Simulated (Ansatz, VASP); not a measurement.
## Two plane-wave programs on C

Contents of INCAR:

```
PREC = Accurate ; ENCUT = 520
EDIFF = 1E-6 ; ISMEAR = 0
SIGMA = 0.01 ; LREAL = False
LASPH = True ; NELM = 60
ALGO = Normal ; ISIF = 2
LWAVE = False ; LCHARG = False
GGA = CA ; NBANDS = 11
```

File KPOINTS:

```
Automatic mesh
0
Gamma
  8 8 8
```

File POSCAR:

```
C
1.0
    0.0000000000      1.7833700000      1.7833700000
    1.7833700000      0.0000000000      1.7833700000
    1.7833700000      1.7833700000      0.0000000000
C
2
Direct
    0.0000000000      0.0000000000      0.0000000000
    0.2500000000      0.2500000000      0.2500000000
```

Input for Ansatz:

```yaml
crystal:
  lattice:
    - [0.0, 1.78337, 1.78337]
    - [1.78337, 0.0, 1.78337]
    - [1.78337, 1.78337, 0.0]
  atoms:
    - { symbol: C, position: [0.0, 0.0, 0.0] }
    - { symbol: C, position: [0.25, 0.25, 0.25] }
kpoints:
  mp_grid:
    grid: [8, 8, 8]
hamiltonian:
  xc: lda
scf:
  occupations:
    method: fixed
output:
  stress: true
  eigenvalues: true
```

Alike in both runs: task single point; functional LDA; k mesh 8 × 8 × 8; no spin polarisation.

|  | VASP | Ansatz |
| --- | --- | --- |
| version | VASP 6.6.1 | Ansatz 0.2.0 |
| potentials or method | VASP PAW LDA potentials, release 64 (C) | plane waves, PAW |
| plane-wave cutoff (eV) | 520 | 420 |
| occupations | gaussian, width 0.01 eV | fixed |
| valence electrons in the cell | 8 | 8 |

Ansatz gave:

| Item | Value |
| --- | --- |
| gap on the k mesh at the Fermi level (eV) | 4.10 |
| pressure (GPa) | -13.1 |

Question: What did VASP give for the same quantities?

Answer: gap on the k mesh at the Fermi level (eV): 4.10; pressure (GPa): -11.6.

LDA's correlation is that of Perdew and Zunger in VASP and of Perdew and Wang (1992) in Ansatz.
